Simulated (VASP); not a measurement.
MgS (Niningerite):

```
CELL_PARAMETERS angstrom
0.00000 2.65268 2.65268
2.65268 0.00000 2.65268
2.65268 2.65268 0.00000
ATOMIC_POSITIONS crystal
S 0.50000 0.50000 0.50000
Mg 0.00000 0.00000 0.00000
```

Program: VASP 6.6.1. Alike in all runs: task single point; no spin polarisation; cell as given; k mesh 9 × 9 × 9; cutoff (eV) 520; smearing fermi-dirac 0.05 eV.

**Question.** Order these runs on this cell by their band gap on the k mesh, lowest first.
A. level PBE; potentials or basis VASP PAW PBE potentials, release 64 (S, Mg)
B. level r2SCAN; potentials or basis VASP PAW PBE potentials, release 64 (S, Mg)
C. level LDA; potentials or basis VASP PAW LDA potentials, release 64 (S, Mg)

**Answer.** C (2.56 eV), A (2.77 eV), B (3.43 eV).

A k mesh can miss the band edges.
